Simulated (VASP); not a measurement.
# P (Im-3m) in VASP: notebook

Runs on P. Level: r2SCAN. Tasks: single point.

Everything below comes from runs of VASP 6.6.1. Logs are shortened: lines on timing, memory, paths and dates and some standing lists are left out, and cuts for length are marked.

### Step 1. The cell of the first run

It takes space group Im-3m (No. 229, cubic). Conventional cell: a = 3.061 Å, b = 3.061 Å, c = 3.061 Å, α = 90.00°, β = 90.00°, γ = 90.00°. P (site symmetry m-3m) has 14 P at 2.65 to 3.06 Å within 3.5 Å.

This isn't the form of P at room conditions, which is orthorhombic.

### Step 2. Single point, r2SCAN

POSCAR

```
P
1.0
   -1.5306652568      1.5306652568      1.5306652568
    1.5306652568     -1.5306652568      1.5306652568
    1.5306652568      1.5306652568     -1.5306652568
P
1
Direct
    0.0000000000      0.0000000000      0.0000000000
```

INCAR.step1

```
PREC = Accurate
ENCUT = 520
ISMEAR = -1
SIGMA = 0.1
LREAL = False
LASPH = True
NELM = 80
NBANDS = 8
GGA = PE
ALGO = Normal
EDIFF = 1E-4
LWAVE = True
LCHARG = False
```

INCAR.step2

```
PREC = Accurate
ENCUT = 520
EDIFF = 1E-6
ISMEAR = -1
SIGMA = 0.1
LREAL = False
LASPH = True
NELM = 80
ALGO = Normal
ISIF = 2
LWAVE = False
LCHARG = False
METAGGA = R2SCAN
LMIXTAU = True
NBANDS = 8
ISTART = 1
```

KPOINTS

```
regular mesh
0
Gamma
  14 14 14
```

Potentials or basis: VASP PAW PBE potentials, release 64 (P).

Launch:

```
$ cat potpaw_PBE.64/P/POTCAR > POTCAR
$ cp INCAR.step1 INCAR
$ mpirun -np 1 vasp_std > vasp.out
$ cp INCAR.step2 INCAR
$ mpirun -np 1 vasp_std > vasp.out
```

OUTCAR:

```text
PREC = Accurate
   ENCUT = 520
   EDIFF = 1E-6
   ISMEAR = -1
   LREAL = False
   LASPH = True
   NELM = 80
   ISIF = 2
   METAGGA = R2SCAN
   ISTART = 1

 ion  position               nearest neighbor table
   1  0.000  0.000  0.000-

  LATTYP: Found a body centered cubic cell.
 ALAT       =     3.0613305136

  Lattice vectors:

 A1 = (  -1.5306652568,   1.5306652568,   1.5306652568)
 A2 = (   1.5306652568,  -1.5306652568,   1.5306652568)
 A3 = (   1.5306652568,   1.5306652568,  -1.5306652568)

Analysis of symmetry for initial positions (statically):
=====================================================================
 Subroutine PRICEL returns:
 Original cell was already a primitive cell.

 Routine SETGRP: Setting up the symmetry group for a
 body centered cubic supercell.

 Subroutine GETGRP returns: Found 48 space group operations
 (whereof 48 operations were pure point group operations)
 out of a pool of 48 trial point group operations.

The static configuration has the point symmetry O_h .

Analysis of symmetry for dynamics (positions and initial velocities):
=====================================================================
 Subroutine PRICEL returns:
 Original cell was already a primitive cell.

 Routine SETGRP: Setting up the symmetry group for a
 body centered cubic supercell.

 Subroutine GETGRP returns: Found 48 space group operations
 (whereof 48 operations were pure point group operations)
 out of a pool of 48 trial point group operations.

The dynamic configuration has the point symmetry O_h .

 Subroutine INISYM returns: Found 48 space group operations
 (whereof 48 operations are pure point group operations),
 and found     1 'primitive' translations

----------------------------------------------------------------------------------------

                                     Primitive cell

  volume of cell :      14.3450

  direct lattice vectors                    reciprocal lattice vectors
    -1.530665257  1.530665257  1.530665257     0.000000000  0.326655353  0.326655353
     1.530665257 -1.530665257  1.530665257     0.326655353  0.000000000  0.326655353
     1.530665257  1.530665257 -1.530665257     0.326655353  0.326655353  0.000000000

  length of vectors
     2.651189994  2.651189994  2.651189994     0.461960431  0.461960431  0.461960431

  position of ions in fractional coordinates (direct lattice)
     0.000000000  0.000000000  0.000000000

[... 70 lines left out ...]
   LNONCOLLINEAR =      F non collinear calculations
   LSORBIT =      F    spin-orbit coupling
   LASPH  =      T    aspherical Exc in radial PAW
   ENCUT  =  520.0 eV  38.22 Ry    6.18 a.u.   4.93  4.93  4.93*2*pi/ulx,y,z
   NELM   =     80;   NELMIN=  2; NELMDL=  0     # of ELM steps
   EDIFF  = 0.1E-05   stopping-criterion for ELM
   LREAL  =      F    real-space projection
   EDIFFG = 0.1E-04   stopping-criterion for IOM
   NSW    =      0    number of steps for IOM
   IBRION =     -1    ionic relax: 0-MD 1-quasi-New 2-CG
   NFREE  =      0    steps in history (QN), initial steepest desc. (CG)
   ISIF   =      2    stress and relaxation
   ISYM   =      2    0-nonsym 1-usesym 2-fastsym
   POTIM  = 0.5000    time-step for ionic-motion
   TEBEG  =    0.0;   TEEND  =   0.0 temperature during run
   PSTRESS=    0.0 pullay stress
   NELECT =       5.0000    total number of electrons
   NUPDOWN=      -1.0000    fix difference up-down
   EMIN   =  10.00;   EMAX   =-10.00  energy-range for DOS
   EFERMI =   0.00;   METHOD = LEGACY
   ISMEAR =    -1;   SIGMA  =   0.10  broadening in eV -4-tet -1-fermi 0-gaus
   EFERMI_NEDOS =   21; number of points for ismear=-14 and -15
   IALGO  =     38    algorithm
   IMIX   =      4    mixing-type and parameters
     AMIX     =   0.40;   BMIX     =  1.00
     AMIX_MAG =   1.60;   BMIX_MAG =  1.00
  volume/ion in A,a.u.               =      14.35        96.80
  Fermi-wavevector in a.u.,A,eV,Ry     =   1.152121  2.177192 18.060127  1.327382
  Thomas-Fermi vector in A             =   2.288774
   LORBIT       =      0    0 simple, 1 ext, 2 COOP (PROOUT), +10 PAW based schemes
   METAGGA = R2SCAN    functional components
   LHFCALC =     F    Hartree Fock is set to
   AEXX    =    0.0000 exact exchange contribution
   IVDW    =     0    specifies the selected vdW correction
   LEPSILON=     F    determine dielectric tensor
   LRPA    =     F    only Hartree local field effects (RPA)
 non-spin polarized calculation
  energy-cutoff  :      520.00
  volume of cell :       14.35
 maximum number of plane-waves:       398
   NGX =  9   NGY =  9   NGZ =  9

 number of electron       5.0000002 magnetization

 Free energy of the ion-electron system (eV)
  ---------------------------------------------------
  ext. energy  EPLUGINS =         0.00000000
  ---------------------------------------------------
  free energy    TOTEN  =        -8.06509526 eV

  energy without entropy =       -8.04907791  energy(sigma->0) =       -8.05708658

 E-fermi :   9.8609     XC(G=0): -12.2096

 val. band max:        9.7730401317   @ k =   0.2143   0.0714   0.0000
 cond. band min:       9.9033702388   @ k =  -0.3571   0.3571   0.2143
 fundamental gap:      0.1303301071
 Fermi energy:         9.8608582131

 k-point     1 :       0.0000    0.0000    0.0000
  band No.  band energies     occupation
      1      -7.3720      2.00000
      2      17.3878      0.00000
      3      17.3878      0.00000
      4      17.3878      0.00000
      5      22.4451      0.00000
      6      22.4451      0.00000
      7      22.4451      0.00000
      8      26.8904      0.00000
[... 243 lines left out ...]
 k-point    24 :       0.3571    0.2857    0.0000
  band No.  band energies     occupation
      1       0.9085      2.00000
      2       3.5045      2.00000
      3       5.1809      2.00000
      4      13.0818      0.00000
      5      21.4604      0.00000
      6      24.5591      0.00000
      7      25.8536      0.00000
      8      30.7351      0.00000

 [... further k-points ...]
[... 5 lines left out ...]
  --------------------------------------------------------------------------------------
  -------------------------------------------------------------------------------------
  Total       -0.0115390     -0.0115390     -0.0115390      0.0000000      0.0000000      0.0000000
  in kB       -1.2887760     -1.2887760     -1.2887760      0.0000000      0.0000000      0.0000000
  external PRESSURE =      -1.2887760 kB  Pullay stress =       0.0000000 kB

 VOLUME and BASIS-vectors are now :
 -----------------------------------------------------------------------------
  energy-cutoff  :      520.00
  volume of cell :       14.35
      direct lattice vectors                 reciprocal lattice vectors
    -1.530665257  1.530665257  1.530665257     0.000000000  0.326655353  0.326655353
     1.530665257 -1.530665257  1.530665257     0.326655353  0.000000000  0.326655353
     1.530665257  1.530665257 -1.530665257     0.326655353  0.326655353  0.000000000

 POSITION                                       TOTAL-FORCE (eV/Angst)
 -----------------------------------------------------------------------------------
      0.00000      0.00000      0.00000        -0.000000     -0.000000     -0.000000
 -----------------------------------------------------------------------------------
    total drift:                                0.000000      0.000000     -0.000000

  FREE ENERGIE OF THE ION-ELECTRON SYSTEM (eV)
  ---------------------------------------------------
  free  energy   TOTEN  =        -8.0650952581 eV

  energy  without entropy=       -8.0490779112  energy(sigma->0) =       -8.05708658
```

OUTCAR.step1:

```text
PREC = Accurate
   ENCUT = 520
   ISMEAR = -1
   LREAL = False
   LASPH = True
   NELM = 80
[... 478 lines left out ...]
 POSITION                                       TOTAL-FORCE (eV/Angst)
 -----------------------------------------------------------------------------------
      0.00000      0.00000      0.00000         0.000000      0.000000     -0.000000
 -----------------------------------------------------------------------------------
    total drift:                                0.000000      0.000000     -0.000000

  FREE ENERGIE OF THE ION-ELECTRON SYSTEM (eV)
  ---------------------------------------------------
  free  energy   TOTEN  =        -4.6918632576 eV

  energy  without entropy=       -4.6750296856  energy(sigma->0) =       -4.68344647
```

Wall time 16 s (1 thread of Intel Xeon 6975P-C (Granite Rapids), shared host); peak memory 0.12 GiB.

Results:

* Free energy: -8.0651 eV
* Pressure: -0.1 GPa
* Band gap on the k mesh: zero (an odd number of electrons rules out a gap without spin polarisation)

Levels at points of the mesh, in eV from the Fermi level:
| k point | band 1 | band 2 | band 3 | band 4 | band 5 | band 6 | band 7 | band 8 |
| --- | --- | --- | --- | --- | --- | --- | --- | --- |
| (0.00, 0.00, 0.00) | -17.23 | 7.53 | 7.53 | 7.53 | 12.58 | 12.58 | 12.58 | 17.03 |
| (0.50, 0.00, 0.00) | -10.46 | -8.21 | 2.50 | 5.63 | 7.78 | 8.90 | 20.47 | 20.50 |
| (0.50, 0.50, 0.50) | -4.30 | -2.82 | -2.82 | -2.82 | 2.84 | 2.84 | 24.85 | 24.85 |

Caveat: the PAW data sets were made with another functional, which shifts forces and pressure a little.

### Step 3. Single point, r2SCAN (12.62 Å³/atom)

This run uses another cell than the first one, of 12.62 Å³/atom.

POSCAR

```
P
1.0
   -1.4668119812      1.4668119812      1.4668119812
    1.4668119812     -1.4668119812      1.4668119812
    1.4668119812      1.4668119812     -1.4668119812
P
1
Direct
    0.0000000000      0.0000000000      0.0000000000
```

INCAR.step1

```
SYSTEM = P
ALGO = Normal
EDIFF = 1E-4
ENCUT = 520
GGA = PE
ISMEAR = -1
LASPH = .TRUE.
LCHARG = .FALSE.
LREAL = .FALSE.
LWAVE = .TRUE.
NBANDS = 8
NELM = 60
PREC = Accurate
SIGMA = 0.1
```

INCAR.step2

```
SYSTEM = P
ALGO = Normal
EDIFF = 1E-7
ENCUT = 520
ISIF = 2
ISMEAR = -1
ISTART = 1
LASPH = .TRUE.
LCHARG = .FALSE.
LMIXTAU = .TRUE.
LREAL = .FALSE.
LWAVE = .FALSE.
METAGGA = R2SCAN
NBANDS = 8
NELM = 60
PREC = Accurate
SIGMA = 0.1
```

KPOINTS

```
k-points
0
G
  16 16 16
  0 0 0
```

Potentials or basis: VASP PAW PBE potentials, release 64 (P).

Launch:

```
$ cat potpaw_PBE.64/P/POTCAR > POTCAR
$ cp INCAR.step1 INCAR
$ mpirun -np 1 vasp_std > vasp.out
$ cp INCAR.step2 INCAR
$ mpirun -np 1 vasp_std > vasp.out
```

OUTCAR:

```text
SYSTEM = P
   EDIFF = 1E-7
   ENCUT = 520
   ISIF = 2
   ISMEAR = -1
   ISTART = 1
   LASPH = .TRUE.
   LREAL = .FALSE.
   METAGGA = R2SCAN
   NELM = 60
   PREC = Accurate

 ion  position               nearest neighbor table
   1  0.000  0.000  0.000-

  LATTYP: Found a body centered cubic cell.
 ALAT       =     2.9336239624

  Lattice vectors:

 A1 = (  -1.4668119812,   1.4668119812,   1.4668119812)
 A2 = (   1.4668119812,  -1.4668119812,   1.4668119812)
 A3 = (   1.4668119812,   1.4668119812,  -1.4668119812)

[... 432 lines left out ...]
  band No.  band energies     occupation
      1      -1.9572      2.00000
      2       8.3886      2.00000
      3      10.7396      1.99997
      4      16.3766      0.00000
      5      23.1580      0.00000
      6      25.4557      0.00000
      7      29.8169      0.00000
      8      32.1835      0.00000

 [... further k-points ...]
[... 5 lines left out ...]
  --------------------------------------------------------------------------------------
  -------------------------------------------------------------------------------------
  Total        1.1659392      1.1659392      1.1659392     -0.0000000      0.0000000     -0.0000000
  in kB      147.9800377    147.9800377    147.9800377     -0.0000000      0.0000000     -0.0000000
  external PRESSURE =     147.9800377 kB  Pullay stress =       0.0000000 kB

 VOLUME and BASIS-vectors are now :
 -----------------------------------------------------------------------------
  energy-cutoff  :      520.00
  volume of cell :       12.62
      direct lattice vectors                 reciprocal lattice vectors
    -1.466811981  1.466811981  1.466811981     0.000000000  0.340875318  0.340875318
     1.466811981 -1.466811981  1.466811981     0.340875318  0.000000000  0.340875318
     1.466811981  1.466811981 -1.466811981     0.340875318  0.340875318  0.000000000

 POSITION                                       TOTAL-FORCE (eV/Angst)
 -----------------------------------------------------------------------------------
      0.00000      0.00000      0.00000         0.000000     -0.000000      0.000000
 -----------------------------------------------------------------------------------
    total drift:                                0.000000      0.000000     -0.000000

  FREE ENERGIE OF THE ION-ELECTRON SYSTEM (eV)
  ---------------------------------------------------
  free  energy   TOTEN  =        -7.9899292721 eV

  energy  without entropy=       -7.9744357767  energy(sigma->0) =       -7.98218252
```

Run time: 21 s. Hardware: 1 thread of Intel Xeon 6975P-C (Granite Rapids), shared host; peak memory 0.12 GiB.

Results:

```yaml
Free_energy: -7.9899 eV
Pressure: 14.8 GPa
Band_gap_on_the_k_mesh: zero (an odd number of electrons rules out a gap without spin polarisation)
```

Caveat: the cell stands under pressure; the PAW data sets were made with another functional, which shifts forces and pressure a little.

### Step 4. Single point, r2SCAN (13.20 Å³/atom)

This run uses another cell than the first one, of 13.20 Å³/atom.

POSCAR

```
P
1.0
   -1.4887079254      1.4887079254      1.4887079254
    1.4887079254     -1.4887079254      1.4887079254
    1.4887079254      1.4887079254     -1.4887079254
P
1
Direct
    0.0000000000      0.0000000000      0.0000000000
```

INCAR.step1

```
SYSTEM = P
  PREC = Accurate
  ENCUT = 520
  ISMEAR = -1
  SIGMA = 0.1
  LREAL = .False.
  LASPH = .True.
  NELM = 80
  NBANDS = 8
  GGA = PE
  ALGO = Normal
  EDIFF = 1E-4
  LWAVE = .True.
  LCHARG = .False.
```

INCAR.step2

```
SYSTEM = P
  PREC = Accurate
  ENCUT = 520
  EDIFF = 1E-6
  ISMEAR = -1
  SIGMA = 0.1
  LREAL = .False.
  LASPH = .True.
  NELM = 80
  ALGO = Normal
  ISIF = 2
  LWAVE = .False.
  LCHARG = .False.
  METAGGA = R2SCAN
  LMIXTAU = .True.
  NBANDS = 8
  ISTART = 1
```

KPOINTS

```
Automatic mesh
0
Gamma
  16 16 16
  0 0 0
```

Launch:

```
$ cat potpaw_PBE.64/P/POTCAR > POTCAR
$ cp INCAR.step1 INCAR
$ mpirun -np 1 vasp_std > vasp.out
$ cp INCAR.step2 INCAR
$ mpirun -np 1 vasp_std > vasp.out
```

Wall time 20 s (1 thread of Intel Xeon 6975P-C (Granite Rapids), shared host); peak memory 0.13 GiB.

It converged, with:

```yaml
Free_energy: -8.0319 eV
Pressure: 8.7 GPa
Band_gap_on_the_k_mesh: zero (an odd number of electrons rules out a gap without spin polarisation)
```

Levels at points of the mesh, in eV from the Fermi level:
| k point | band 1 | band 2 | band 3 | band 4 | band 5 | band 6 | band 7 | band 8 |
| --- | --- | --- | --- | --- | --- | --- | --- | --- |
| (0.00, 0.00, 0.00) | -18.23 | 8.39 | 8.39 | 8.39 | 12.78 | 12.78 | 12.78 | 17.47 |
| (0.50, 0.00, 0.00) | -10.77 | -8.98 | 2.79 | 6.12 | 7.62 | 9.20 | 21.22 | 21.41 |
| (0.50, 0.50, 0.50) | -3.63 | -3.07 | -3.07 | -3.07 | 2.32 | 2.32 | 25.91 | 25.91 |

Caveat: the cell stands under pressure; the PAW data sets were made with another functional, which shifts forces and pressure a little.

(Continued in part 2 of 2.)
